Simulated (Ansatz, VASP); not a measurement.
# One calculation of Y, two programs

The input POSCAR:

```
Y
1.0
    0.0000000000      2.5003381583      2.5003381583
    2.5003381583      0.0000000000      2.5003381583
    2.5003381583      2.5003381583      0.0000000000
Y
1
Direct
    0.0000000000      0.0000000000      0.0000000000
```

Contents of INCAR.step1:

```
PREC = Accurate ; ENCUT = 520
ISMEAR = -1 ; SIGMA = 0.03
LREAL = F ; LASPH = T
NELM = 80 ; NBANDS = 12
GGA = PE ; ALGO = Normal
EDIFF = 1E-4 ; LWAVE = T
LCHARG = F
```

File INCAR.step2:

```
PREC = Accurate ; ENCUT = 520
EDIFF = 1E-8 ; ISMEAR = -1
SIGMA = 0.03 ; LREAL = F
LASPH = T ; NELM = 80
ALGO = Normal ; ISIF = 2
LWAVE = F ; LCHARG = F
METAGGA = R2SCAN ; LMIXTAU = T
LEFG = T ; NBANDS = 12
ISTART = 1
```

File KPOINTS:

```
Automatic mesh
0
Gamma
  12 12 12
```

Input for Ansatz:

```yaml
crystal:
  lattice:
    - [0.0, 2.5003381583, 2.5003381583]
    - [2.5003381583, 0.0, 2.5003381583]
    - [2.5003381583, 2.5003381583, 0.0]
  atoms:
    - { symbol: "Y", position: [0.0, 0.0, 0.0] }
kpoints:
  mp_grid: { grid: [12, 12, 12] }
scf:
  occupations: { method: fermi_dirac, width: 0.03 }
hamiltonian:
  xc: r2scan
  pseudopotentials: { kind: paw }
output:
  forces: true
  stress: true
  eigenvalues: true
  efg: { contact_densities: true }
```

Change from the starting cell: volume scaled by 0.9405, PAW files.

Alike in both runs: task electric field gradients; functional r2SCAN; k mesh 12 × 12 × 12; occupations fermi-dirac, width 0.03 eV; no spin polarisation.

|  | VASP | Ansatz |
| --- | --- | --- |
| version | VASP 6.6.1 | Ansatz 0.2.0 |
| potentials or method | VASP PAW PBE potentials, release 64 (Y_sv) | PAW with Ansatz's default frozen-core files, scalar-relativistic |
| plane-wave cutoff (eV) | 520 | 500 |
| valence electrons in the cell | 11 | 11 |

Ansatz gave:

```
pressure (GPa) : 2.4
```

Task: Estimate VASP's values.

Result: Pressure (GPa): 2.5.

VASP's potentials were made for PBE, not for r2SCAN. The functional is the same, so the differences come from potentials, cutoffs and numerics.
